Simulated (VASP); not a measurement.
A run of VASP 6.6.1 is set up as follows.

File INCAR:

```
ALGO = Normal
DIPOL = 0.5 0.5 0.500
EDIFF = 1E-6
ENCUT = 520
IDIPOL = 3
ISIF = 2
ISMEAR = -1
LASPH = T
LCHARG = F
LDIPOL = T
LREAL = F
LWAVE = F
NBANDS = 32
NELM = 80
PREC = Accurate
SIGMA = 0.08
```

The input KPOINTS:

```
k-points
0
Gamma
  13 13 1
```

Contents of POSCAR:

```
HfN
1.0
    3.1594338637      0.0000000000      0.0000000000
    0.0000000000      3.1594338637      0.0000000000
    0.0000000000      0.0000000000     20.4681000000
Hf N
3 3
Direct
    0.2500000000      0.2500000000      0.3908517591
    0.7500000000      0.7500000000      0.5000000000
    0.2500000000      0.2500000000      0.6091482409
    0.7500000000      0.7500000000      0.3908517591
    0.2500000000      0.2500000000      0.5000000000
    0.7500000000      0.7500000000      0.6091482409
```

Potentials or basis: VASP PAW LDA potentials, release 64 (Hf_pv, N).

Run with:

```console
$ cat potpaw_LDA.64/Hf_pv/POTCAR potpaw_LDA.64/N/POTCAR > POTCAR
$ mpirun -np 1 vasp_std > vasp.out
```

(1) What does it give for the band gap on the k mesh?

(2) What does it give for the largest force?

Answers

(1) zero (an odd number of electrons rules out a gap without spin polarisation).

(2) 1.538 eV/Å.

Caveat: spin-orbit coupling is left out, which moves the levels of the heavy elements.
